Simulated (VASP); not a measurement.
# KF (Carobbiite) (Fm-3m) in VASP: settings compared, part 2 of 2

VASP 6.6.1. The steps go on from the part before.

### 3 Single point, PBE

File INCAR:

```
SYSTEM = KF
ALGO = Normal
EDIFF = 1E-6
ENCUT = 520
GGA = PE
ISIF = 2
ISMEAR = 0
LASPH = .True.
LCHARG = .False.
LREAL = .False.
LWAVE = .False.
NBANDS = 15
NELM = 60
PREC = Accurate
SIGMA = 0.01
```

File KPOINTS:

```
k-points
0
Gamma
  6 6 6
  0 0 0
```

File POSCAR:

```
KF
1.0
    0.0000000000      2.6589566738      2.6589566738
    2.6589566738      0.0000000000      2.6589566738
    2.6589566738      2.6589566738      0.0000000000
K F
1 1
Direct
    0.0000000000      0.0000000000      0.0000000000
    0.5000000000      0.5000000000      0.5000000000
```

Potentials or basis: VASP PAW PBE potentials, release 64 (K_sv, F).

Launch:

```sh
$ cat potpaw_PBE.64/K_sv/POTCAR potpaw_PBE.64/F/POTCAR > POTCAR
$ mpirun -np 1 vasp_std > vasp.out
```

OUTCAR:

```text
SYSTEM = KF
   EDIFF = 1E-6
   ENCUT = 520
   GGA = PE
   ISIF = 2
   ISMEAR = 0
   LASPH = .True.
   LREAL = .False.
   NELM = 60
   PREC = Accurate

 ion  position               nearest neighbor table
   1  0.000  0.000  0.000-   2 2.66   2 2.66   2 2.66   2 2.66   2 2.66   2 2.66
   2  0.500  0.500  0.500-   1 2.66   1 2.66   1 2.66   1 2.66   1 2.66   1 2.66

  LATTYP: Found a face centered cubic cell.
 ALAT       =     5.3179133476

  Lattice vectors:

 A1 = (   0.0000000000,   2.6589566738,   2.6589566738)
 A2 = (   2.6589566738,   0.0000000000,   2.6589566738)
 A3 = (   2.6589566738,   2.6589566738,   0.0000000000)

Analysis of symmetry for initial positions (statically):
=====================================================================
 Subroutine PRICEL returns:
 Original cell was already a primitive cell.

 Routine SETGRP: Setting up the symmetry group for a
 face centered cubic supercell.

 Subroutine GETGRP returns: Found 48 space group operations
 (whereof 48 operations were pure point group operations)
 out of a pool of 48 trial point group operations.

[... 166 lines left out ...]
      5     -12.1024      2.00000
      6      -2.7652      2.00000
      7      -2.7652      2.00000
      8      -2.7652      2.00000
      9       3.4771      0.00000
     10       7.9544      0.00000
     11       7.9544      0.00000
     12       7.9544      0.00000
     13       9.6456      0.00000
     14       9.6456      0.00000
[... 257 lines left out ...]
      2     -21.4692      2.00000
      3     -12.5966      2.00000
      4     -12.4153      2.00000
      5     -12.2251      2.00000
      6      -3.0915      2.00000
      7      -2.9544      2.00000
      8      -2.8815      2.00000
      9       6.2074      0.00000
     10       7.9308      0.00000
     11       8.2598      0.00000
     12      10.8533      0.00000
     13      11.5602      0.00000
     14      12.4485      0.00000
     15      12.6884      0.00000

------------------------ aborting loop because EDIFF is reached ----------------------------------------

  FORCE on cell =-STRESS in cart. coord.  units (eV):
  Direction    XX          YY          ZZ          XY          YZ          ZX
  --------------------------------------------------------------------------------------
  -------------------------------------------------------------------------------------
  Total        0.4613489      0.4613489      0.4613489     -0.0000000      0.0000000     -0.0000000
  in kB       19.6596745     19.6596745     19.6596745     -0.0000000      0.0000000     -0.0000000
  external PRESSURE =      19.6596745 kB  Pullay stress =       0.0000000 kB

 VOLUME and BASIS-vectors are now :
 -----------------------------------------------------------------------------
  energy-cutoff  :      520.00
  volume of cell :       37.60
      direct lattice vectors                 reciprocal lattice vectors
     0.000000000  2.658956674  2.658956674    -0.188043681  0.188043681  0.188043681
     2.658956674  0.000000000  2.658956674     0.188043681 -0.188043681  0.188043681
     2.658956674  2.658956674  0.000000000     0.188043681  0.188043681 -0.188043681

 POSITION                                       TOTAL-FORCE (eV/Angst)
 -----------------------------------------------------------------------------------
      0.00000      0.00000      0.00000        -0.000000      0.000000      0.000000
      2.65896      2.65896      2.65896         0.000000     -0.000000     -0.000000
 -----------------------------------------------------------------------------------
    total drift:                                0.000000      0.000000      0.000000

  FREE ENERGIE OF THE ION-ELECTRON SYSTEM (eV)
  ---------------------------------------------------
  free  energy   TOTEN  =        -8.2835865638 eV

  energy  without entropy=       -8.2835865638  energy(sigma->0) =       -8.28358656
```

Wall time 8.3 s (1 thread of Intel Xeon Platinum 8375C at 2.90GHz (Ice Lake), shared host); peak memory 0.15 GiB.

What came out:

```
Free energy            : -8.2836 eV
Pressure               : 2.0 GPa
Band gap on the k mesh : 6.24 eV, direct
```

### 4 Single point, r2SCAN

POSCAR is that of step 3.

File INCAR.step1:

```
PREC = Accurate ; ENCUT = 520
ISMEAR = 0 ; SIGMA = 0.01
LREAL = F ; LASPH = T
NELM = 80 ; NBANDS = 15
GGA = PE ; ALGO = Normal
EDIFF = 1E-4 ; LWAVE = T
LCHARG = F
```

File INCAR.step2:

```
PREC = Accurate ; ENCUT = 520
EDIFF = 1E-6 ; ISMEAR = 0
SIGMA = 0.01 ; LREAL = F
LASPH = T ; NELM = 80
ALGO = Normal ; ISIF = 2
LWAVE = F ; LCHARG = T
METAGGA = R2SCAN ; LMIXTAU = T
LELF = T ; LVHAR = T
NBANDS = 15 ; ISTART = 1
```

File KPOINTS:

```
regular mesh
0
Gamma
  6 6 6
```

Launch:

```sh
$ cat potpaw_PBE.64/K_sv/POTCAR potpaw_PBE.64/F/POTCAR > POTCAR
$ cp INCAR.step1 INCAR
$ mpirun -np 1 vasp_std > vasp.out
$ cp INCAR.step2 INCAR
$ mpirun -np 1 vasp_std > vasp.out
```

Wall time 33 s (1 thread of Intel Xeon Platinum 8375C at 2.90GHz (Ice Lake), shared host); peak memory 0.16 GiB.

The run converged. Its results:

```
Free energy            : -14.9729 eV
Pressure               : 0.0 GPa
Band gap on the k mesh : 6.91 eV, direct
```

Levels at points of the mesh, in eV from the valence-band top:
| k point | band 6 | band 7 | band 8 | band 9 | band 10 | band 11 |
| --- | --- | --- | --- | --- | --- | --- |
| (0.00, 0.00, 0.00) | 0.00 | 0.00 | 0.00 | 6.91 | 11.49 | 11.49 |
| (0.50, 0.00, 0.00) | -0.78 | -0.35 | -0.35 | 9.74 | 11.36 | 12.99 |
| (0.50, 0.50, 0.00) | -0.20 | -0.05 | -0.05 | 8.78 | 11.31 | 12.54 |

Caveat: the PAW data sets were made with another functional, which shifts forces and pressure a little. r2SCAN opens gaps a little over a GGA but as a rule still falls short of measured ones.

### 5 Single point, PBE

File INCAR:

```
SYSTEM = KF
ALGO = Normal ; EDIFF = 1E-6
ENCUT = 520 ; GGA = PE
ISIF = 2 ; ISMEAR = 0
LASPH = .TRUE. ; LCHARG = .FALSE.
LREAL = .FALSE. ; LWAVE = .FALSE.
NBANDS = 15 ; NELM = 80
PREC = Accurate ; SIGMA = 0.01
```

File KPOINTS:

```
k-points
0
G
  8 8 8
  0 0 0
```

POSCAR is that of step 4.

Launch:

```sh
$ cat potpaw_PBE.64/K_sv/POTCAR potpaw_PBE.64/F/POTCAR > POTCAR
$ mpirun -np 1 vasp_std > vasp.out
```

It took 11 s on 1 thread of Intel Xeon Platinum 8375C at 2.90GHz (Ice Lake), shared host; peak memory 0.16 GiB.

The run converged. Its results:

```yaml
Free_energy: -8.2836 eV
Pressure: 2.0 GPa
Band_gap_on_the_k_mesh: 6.24 eV, direct
```

Levels at points of the mesh, in eV from the valence-band top:
```
           k point  band 5  band 6  band 7  band 8  band 9  band 10  band 11  band 12
(0.00, 0.00, 0.00)   -9.34    0.00    0.00    0.00    6.24    10.72    10.72    10.72
(0.50, 0.00, 0.00)   -9.37   -0.81   -0.36   -0.36    9.13    10.71    12.14    12.14
(0.50, 0.50, 0.00)   -9.56   -0.21   -0.05   -0.05    8.21    10.38    11.93    13.69
```

A k mesh can miss the band edges. PBE gaps usually lie below the measured ones, often by a third to a half.

### 6 Overview

```tsv
level	k mesh	gap on the mesh (eV)	pressure (GPa)
PBE	6 × 6 × 6	6.24	2.0
r2SCAN	6 × 6 × 6	6.91	0.0
PBE	8 × 8 × 8	6.24	2.0
```

Alike in all rows: task single point; potentials or basis VASP PAW PBE potentials, release 64 (K_sv, F); no spin polarisation; cell as given; cutoff (eV) 520; smearing gaussian 0.01 eV.

On the cell as given the gap runs from 6.24 eV (PBE) to 6.91 eV (r2SCAN); the meshes differ, which moves gaps too. The pressure there spans 0.0 GPa (r2SCAN) to 2.0 GPa (PBE); a positive pressure means that this level wants a larger cell, a negative one a smaller.

Caveats: the PAW data sets were made with another functional, which shifts forces and pressure a little (some runs).

Absolute energies hang on the potentials; compare differences alone.
